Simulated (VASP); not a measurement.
SrB2Te4:

```
Sr B Te
1.0
    -3.91410    3.91410    3.16824
     3.91410   -3.91410    3.16824
     3.91410    3.91410   -3.16824
Sr B Te
1 2 4
Direct
  0.00000 0.00000 0.00000
  0.50000 0.00000 0.50000
  0.00000 0.50000 0.50000
  0.92228 0.42228 0.84456
  0.07772 0.92228 0.50000
  0.42228 0.57772 0.50000
  0.57772 0.07772 0.15544
```

```yaml
Program: VASP 6.6.1
Task: relaxation of cell and atoms
Functional: PBE
Potentials_or_basis: VASP PAW PBE potentials, release 64 (Sr_sv, B, Te)
Cutoff: 600 eV
k_mesh: 4 × 4 × 4
Occupations: gaussian, width 0.1 eV
Spin: no spin polarisation
```

At the start: pressure -3.6 GPa; volume 27.74 Å³/atom.

Q: Where does the relaxation end?

A: Over 7 steps the energy falls by 174.1 meV/atom and the volume is 29.07 Å³/atom (+4.8 %); space group I422 (No. 97, to 0.1 Å) before and after.

The path:
```csv
step,energy change (eV),largest force (eV/Å),pressure (GPa),volume (Å³)
1,0.0000,1.9938,-3.56,194.15
2,-0.7051,0.8799,2.98,177.32
3,-0.7064,0.7984,3.42,176.51
4,-1.0321,0.2884,2.50,184.98
5,-1.1669,0.4419,2.15,196.47
6,-1.1533,0.4519,-2.08,211.85
7,-1.2190,0.0061,-0.01,203.48
```

Final structure:
```xyz
7
Lattice="-4.0748 4.0748 3.0638 4.0748 -4.0748 3.0638 4.0748 4.0748 -3.0638" Properties=species:S:1:pos:R:3 pbc="T T T"
Sr    0.0000    0.0000    0.0000
B     0.0000    4.0748    0.0000
B     4.0748    0.0000    0.0000
Te    1.2101    5.2848    1.5319
Te    5.2848   -1.2101    1.5319
Te    2.8647    1.2101    1.5319
Te   -1.2101    2.8647    1.5319
```
